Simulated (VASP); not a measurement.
# LuBi2B4Cl (P4/mmm) in VASP: density of states with PBE

Aim: the density of states of LuBi2B4Cl with PBE.

Everything below comes from runs of VASP 6.6.1. Logs are shortened: lines on timing, memory, paths and dates and some standing lists are left out, and cuts for length are marked.

## 1. The cell of the first run

The structure is tetragonal, space group P4/mmm (No. 123). The conventional cell has a = 3.772 Å, b = 3.772 Å, c = 8.737 Å, α = 90.00°, β = 90.00°, γ = 90.00°. Cl (site symmetry 4/mmm) has 8 Bi at 3.28 Å and 8 B at 3.58 Å and 4 Cl at 3.77 Å within 4.3 Å. Within 3.0 Å of Lu (site symmetry 4/mmm) lie 8 B at 2.31 Å. B (site symmetry 2mm) has 2 Bi at 2.20 Å and 2 Lu at 2.31 Å and 5 B at 2.66 to 2.67 Å within 2.9 Å. Bi (site symmetry 4mm) has 4 B at 2.20 Å within 2.9 Å.

## 2. Density of states, PBE

File POSCAR:

```
LuBi2B4Cl
1.0
    3.7720220000      0.0000000000      0.0000000000
    0.0000000000      3.7720220000      0.0000000000
    0.0000000000      0.0000000000      8.7374520000
Cl Lu B Bi
1 1 4 2
Direct
    0.0000000000      0.0000000000      0.5000000000
    0.0000000000      0.0000000000      0.0000000000
    0.5000000000      0.0000000000      0.8480000000
    0.0000000000      0.5000000000      0.8480000000
    0.5000000000      0.0000000000      0.1520000000
    0.0000000000      0.5000000000      0.1520000000
    0.5000000000      0.5000000000      0.7193000000
    0.5000000000      0.5000000000      0.2807000000
```

File INCAR.step1:

```
ALGO = Normal
EDIFF = 1E-6
ENCUT = 520
GGA = PE
ISIF = 2
ISMEAR = -1
LASPH = T
LCHARG = T
LREAL = F
LWAVE = F
NBANDS = 47
NELM = 100
PREC = Accurate
SIGMA = 0.1
```

File KPOINTS.step1:

```
k-points
0
Gamma
  9 9 4
```

File INCAR.step2:

```
ALGO = Normal
EDIFF = 1E-6
ENCUT = 520
GGA = PE
ICHARG = 11
ISIF = 2
ISMEAR = -5
LASPH = T
LCHARG = F
LORBIT = 10
LREAL = F
LWAVE = F
NEDOS = 1001
NELM = 100
PREC = Accurate
SIGMA = 0.1
```

File KPOINTS.step2:

```
k-points
0
Gamma
  14 14 6
```

Potentials or basis: VASP PAW PBE potentials, release 64 (Cl, Lu, B, Bi_d).

Started as:

```
cat potpaw_PBE.64/Cl/POTCAR potpaw_PBE.64/Lu/POTCAR potpaw_PBE.64/B/POTCAR potpaw_PBE.64/Bi_d/POTCAR > POTCAR
cp INCAR.step1 INCAR
cp KPOINTS.step1 KPOINTS
mpirun -np 1 vasp_std > vasp.out
cp INCAR.step2 INCAR
cp KPOINTS.step2 KPOINTS
mpirun -np 1 vasp_std > vasp.out
```

OUTCAR:

```text
EDIFF = 1E-6
   ENCUT = 520
   GGA = PE
   ICHARG = 11
   ISIF = 2
   ISMEAR = -5
   LASPH = T
   LORBIT = 10
   LREAL = F
   NELM = 100
   PREC = Accurate

 ion  position               nearest neighbor table
   1  0.000  0.000  0.500-   7 3.28   8 3.28   7 3.28   8 3.28   7 3.28   8 3.28   7 3.28   8 3.28

   2  0.000  0.000  0.000-   3 2.31   4 2.31   5 2.31   6 2.31   4 2.31   6 2.31   3 2.31   5 2.31
                             7 3.62   8 3.62   7 3.62   8 3.62   7 3.62   8 3.62   7 3.62   8 3.62
   3  0.500  0.000  0.848-   7 2.20   7 2.20   2 2.31   2 2.31
   4  0.000  0.500  0.848-   7 2.20   7 2.20   2 2.31   2 2.31
   5  0.500  0.000  0.152-   8 2.20   8 2.20   2 2.31   2 2.31
   6  0.000  0.500  0.152-   8 2.20   8 2.20   2 2.31   2 2.31
   7  0.500  0.500  0.719-   3 2.20   4 2.20   3 2.20   4 2.20   1 3.28   1 3.28   1 3.28   1 3.28
                             2 3.62   2 3.62   2 3.62   2 3.62   8 3.83
   8  0.500  0.500  0.281-   5 2.20   6 2.20   5 2.20   6 2.20   1 3.28   1 3.28   1 3.28   1 3.28
                             2 3.62   2 3.62   2 3.62   2 3.62   7 3.83

  LATTYP: Found a simple tetragonal cell.
 ALAT       =     3.7720220000
 C/A-ratio  =     2.3163841568

  Lattice vectors:

 A1 = (   3.7720220000,   0.0000000000,   0.0000000000)
 A2 = (   0.0000000000,   3.7720220000,   0.0000000000)
 A3 = (   0.0000000000,   0.0000000000,   8.7374520000)

Analysis of symmetry for initial positions (statically):
=====================================================================
 Subroutine PRICEL returns:
 Original cell was already a primitive cell.

 Routine SETGRP: Setting up the symmetry group for a
 simple tetragonal supercell.

 Subroutine GETGRP returns: Found 16 space group operations
 (whereof 16 operations were pure point group operations)
 out of a pool of 16 trial point group operations.

The static configuration has the point symmetry D_4h.

Analysis of symmetry for dynamics (positions and initial velocities):
=====================================================================
 Subroutine PRICEL returns:
 Original cell was already a primitive cell.

 Routine SETGRP: Setting up the symmetry group for a
 simple tetragonal supercell.

 Subroutine GETGRP returns: Found 16 space group operations
 (whereof 16 operations were pure point group operations)
 out of a pool of 16 trial point group operations.

The dynamic configuration has the point symmetry D_4h.

 Subroutine INISYM returns: Found 16 space group operations
 (whereof 16 operations are pure point group operations),
 and found     1 'primitive' translations

----------------------------------------------------------------------------------------

                                     Primitive cell

  volume of cell :     124.3178

  direct lattice vectors                    reciprocal lattice vectors
     3.772022000  0.000000000  0.000000000     0.265109801  0.000000000  0.000000000
     0.000000000  3.772022000  0.000000000     0.000000000  0.265109801  0.000000000
     0.000000000  0.000000000  8.737452000     0.000000000  0.000000000  0.114449842

  length of vectors
     3.772022000  3.772022000  8.737452000     0.265109801  0.265109801  0.114449842

  position of ions in fractional coordinates (direct lattice)
     0.000000000  0.000000000  0.500000000
     0.000000000  0.000000000  0.000000000
     0.500000000  0.000000000  0.848000000
     0.000000000  0.500000000  0.848000000
     0.500000000  0.000000000  0.152000000
     0.000000000  0.500000000  0.152000000
     0.500000000  0.500000000  0.719300000
     0.500000000  0.500000000  0.280700000

  ion indices of the primitive-cell ions
   primitive index   ion index
                 1           1
                 2           2
                 3           3
                 4           4
                 5           5
                 6           6
                 7           7
                 8           8

----------------------------------------------------------------------------------------

 KPOINTS: k-points

Automatic generation of k-mesh.
 Grid dimensions read from file:
 generate k-points for:   14   14    6

 Generating k-lattice:

  Cartesian coordinates                     Fractional coordinates (reciprocal lattice)
     0.018936414  0.000000000  0.000000000     0.071428571  0.000000000  0.000000000
     0.000000000  0.018936414  0.000000000     0.000000000  0.071428571  0.000000000
     0.000000000  0.000000000  0.019074974     0.000000000  0.000000000  0.166666667

  Length of vectors
     0.018936414  0.018936414  0.019074974

  Shift w.r.t. Gamma in fractional coordinates (k-lattice)
     0.000000000  0.000000000  0.000000000

 TETIRR: Found   1764 inequivalent tetrahedra from     7056

 Subroutine IBZKPT returns following result:
 ===========================================

 Found    144 irreducible k-points:

 Following reciprocal coordinates:
            Coordinates               Weight
  0.000000  0.000000  0.000000      1.000000
  0.071429  0.000000  0.000000      4.000000
  0.142857  0.000000  0.000000      4.000000
  0.214286  0.000000  0.000000      4.000000
  0.285714  0.000000  0.000000      4.000000
  0.357143  0.000000  0.000000      4.000000
[... 16 lines left out ...]
  0.285714  0.214286  0.000000      8.000000
  0.357143  0.214286  0.000000      8.000000
 [... further k-points ...]
   k-points           NKPTS =    144   k-points in BZ     NKDIM =    144   number of bands    NBANDS=     44
   number of dos      NEDOS =   1001   number of ions     NIONS =      8
   total plane-waves  NPLWV =  54880
   dimension x,y,z NGX =    28 NGY =   28 NGZ =   70
   dimension x,y,z NGXF=    56 NGYF=   56 NGZF=  140
   ions per type =               1   1   4   2
   NGX,Y,Z   is equivalent  to a cutoff of  12.34, 12.34, 13.32 a.u.
   NGXF,Y,Z  is equivalent  to a cutoff of  24.68, 24.68, 26.64 a.u.
 SYSTEM =  unknown system
   PREC   = accura    normal or accurate (medium, high low for compatibility)
   ISTART =      0    job   : 0-new  1-cont  2-samecut
   ICHARG =     11    charge: 1-file 2-atom 10-const
   ISPIN  =      1    spin polarized calculation?
   LNONCOLLINEAR =      F non collinear calculations
   LSORBIT =      F    spin-orbit coupling
   LASPH  =      T    aspherical Exc in radial PAW
   ENCUT  =  520.0 eV  38.22 Ry    6.18 a.u.   7.01  7.01 16.25*2*pi/ulx,y,z
   NELM   =    100;   NELMIN=  2; NELMDL=  0     # of ELM steps
   EDIFF  = 0.1E-05   stopping-criterion for ELM
   LREAL  =      F    real-space projection
   EDIFFG = 0.1E-04   stopping-criterion for IOM
   NSW    =      0    number of steps for IOM
   IBRION =     -1    ionic relax: 0-MD 1-quasi-New 2-CG
   NFREE  =      0    steps in history (QN), initial steepest desc. (CG)
   ISIF   =      2    stress and relaxation
   ISYM   =      2    0-nonsym 1-usesym 2-fastsym
   POTIM  = 0.5000    time-step for ionic-motion
   TEBEG  =    0.0;   TEEND  =   0.0 temperature during run
   PSTRESS=    0.0 pullay stress
   NELECT =      74.0000    total number of electrons
   NUPDOWN=      -1.0000    fix difference up-down
   EMIN   =  10.00;   EMAX   =-10.00  energy-range for DOS
   EFERMI =   0.00;   METHOD = LEGACY
   ISMEAR =    -5;   SIGMA  =   0.10  broadening in eV -4-tet -1-fermi 0-gaus
   EFERMI_NEDOS =   21; number of points for ismear=-14 and -15
   IALGO  =     38    algorithm
   IMIX   =      4    mixing-type and parameters
     AMIX     =   0.40;   BMIX     =  1.00
     AMIX_MAG =   1.60;   BMIX_MAG =  1.00
  volume/ion in A,a.u.               =      15.54       104.87
  Fermi-wavevector in a.u.,A,eV,Ry     =   1.377128  2.602395 25.803200  1.896482
  Thomas-Fermi vector in A             =   2.502310
   LORBIT       =     10    0 simple, 1 ext, 2 COOP (PROOUT), +10 PAW based schemes
   GGA     = PE    functional components
   LHFCALC =     F    Hartree Fock is set to
   AEXX    =    0.0000 exact exchange contribution
   IVDW    =     0    specifies the selected vdW correction
   LEPSILON=     F    determine dielectric tensor
   LRPA    =     F    only Hartree local field effects (RPA)
 non-spin polarized calculation
 Fermi weights with tetrahedron method with Bloechl corrections
  energy-cutoff  :      520.00
  volume of cell :      124.32
 maximum number of plane-waves:      3376

 number of electron      74.0000026 magnetization

 Free energy of the ion-electron system (eV)
  ---------------------------------------------------
  ext. energy  EPLUGINS =         0.00000000
  ---------------------------------------------------
  free energy    TOTEN  =       -29.59457738 eV

  energy without entropy =      -29.59457738  energy(sigma->0) =      -29.59457738

 E-fermi :   6.5623     XC(G=0): -11.0793

 val. band max:        6.5606782533   @ k =   0.2143   0.0714   0.0000
 cond. band min:       6.4853419218   @ k =   0.5000   0.0000   0.0000
 fundamental gap:     -0.0753363315
 Fermi energy:         6.5622542818

 k-point     1 :       0.0000    0.0000    0.0000
  band No.  band energies     occupation
      1     -48.0777      2.00000
      2     -19.0209      2.00000
      3     -18.9095      2.00000
      4     -18.9095      2.00000
      5     -16.6305      2.00000
      6     -16.6294      2.00000
[... 36 lines left out ...]
     43      10.0161      0.00000
     44      10.4972      0.00000

 k-point     2 :       0.0714    0.0000    0.0000
  band No.  band energies     occupation
      1     -48.0775      2.00000
      2     -19.0199      2.00000
      3     -18.9196      2.00000
      4     -18.9087      2.00000
      5     -16.6268      2.00000
      6     -16.6257      2.00000
[... 1026 lines left out ...]
 k-point    24 :       0.3571    0.2143    0.0000
  band No.  band energies     occupation
      1     -48.0731      2.00000
      2     -19.0642      2.00000
      3     -18.9966      2.00000
      4     -18.9736      2.00000
      5     -16.5413      2.00000
      6     -16.5411      2.00000
[... 36 lines left out ...]
     43       9.8640      0.00000
     44      10.4672      0.00000

 [... further k-points ...]
[... 5 lines left out ...]
  --------------------------------------------------------------------------------------
  -------------------------------------------------------------------------------------
  Total       22.0179348     22.0179348     21.7059404      0.0000000     -0.0000000     -0.0000000
  in kB      283.7617974    283.7617974    279.7408897      0.0000000     -0.0000000     -0.0000000
  external PRESSURE =     282.4214949 kB  Pullay stress =       0.0000000 kB

 VOLUME and BASIS-vectors are now :
 -----------------------------------------------------------------------------
  energy-cutoff  :      520.00
  volume of cell :      124.32
      direct lattice vectors                 reciprocal lattice vectors
     3.772022000  0.000000000  0.000000000     0.265109801  0.000000000  0.000000000
     0.000000000  3.772022000  0.000000000     0.000000000  0.265109801  0.000000000
     0.000000000  0.000000000  8.737452000     0.000000000  0.000000000  0.114449842

 POSITION                                       TOTAL-FORCE (eV/Angst)
 -----------------------------------------------------------------------------------
      0.00000      0.00000      4.36873        -0.000000     -0.000000      0.000000
      0.00000      0.00000      0.00000        -0.000000     -0.000000      0.000000
      1.88601      0.00000      7.40936         0.000000      0.000000      1.818641
      0.00000      1.88601      7.40936        -0.000000     -0.000000      1.818641
      1.88601      0.00000      1.32809        -0.000000      0.000000     -1.818641
      0.00000      1.88601      1.32809        -0.000000     -0.000000     -1.818641
      1.88601      1.88601      6.28485         0.000000     -0.000000     -5.480062
      1.88601      1.88601      2.45260        -0.000000      0.000000      5.480062
 -----------------------------------------------------------------------------------
    total drift:                               -0.000000      0.000000     -0.000000

  FREE ENERGIE OF THE ION-ELECTRON SYSTEM (eV)
  ---------------------------------------------------
  free  energy   TOTEN  =       -29.5945773767 eV

  energy  without entropy=      -29.5945773767  energy(sigma->0) =      -29.59457738

 total charge

# of ion       s       p       d       f       tot
--------------------------------------------------
    1        1.605   3.524   0.000   0.000   5.129
    2        2.375   6.178   1.569  13.979  24.100
    3        0.790   1.011   0.000   0.000   1.800
    4        0.790   1.011   0.000   0.000   1.800
    5        0.790   1.011   0.000   0.000   1.800
    6        0.790   1.011   0.000   0.000   1.800
    7        1.517   1.552  10.048   0.000  13.118
    8        1.517   1.552  10.048   0.000  13.118
--------------------------------------------------
tot         10.173  16.848  21.665  13.979  62.665
```

Wall time 12 min (1 thread of Intel Xeon 6975P-C, shared host); peak memory 0.79 GiB.

Results:

| Property | Result |
| --- | --- |
| Valence electrons inside the program's atomic spheres | Cl 5.13; Lu 24.10; B 1.80; Bi 13.12 |

Levels at points of the mesh, in eV from the Fermi level:
```
           k point  band 33  band 34  band 35  band 36  band 37  band 38  band 39  band 40  band 41  band 42
(0.00, 0.00, 0.00)    -2.10    -1.97    -1.88    -1.77    -0.19     1.33     1.48     1.48     2.79     3.45
(0.50, 0.00, 0.00)    -2.27    -2.09    -1.67    -0.59    -0.08     0.11     0.85     0.91     1.06     2.47
(0.50, 0.50, 0.00)    -3.51    -1.59    -1.57    -1.42    -1.42    -0.97    -0.97     2.16     2.21     4.32
(0.00, 0.00, 0.50)    -2.31    -2.31    -1.98    -0.76    -0.15     1.57     1.57     2.07     2.88     2.93
(0.50, 0.00, 0.50)    -2.17    -2.16    -1.61    -0.50    -0.28     0.51     0.62     0.87     1.03     1.98
(0.50, 0.50, 0.50)    -2.95    -2.66    -2.28    -2.00    -2.00    -0.34    -0.34     2.16     3.84     4.33
```

Caveat: spin-orbit coupling is left out, which moves the levels of the heavy elements; tetrahedron occupations give inexact forces and stress in metals.
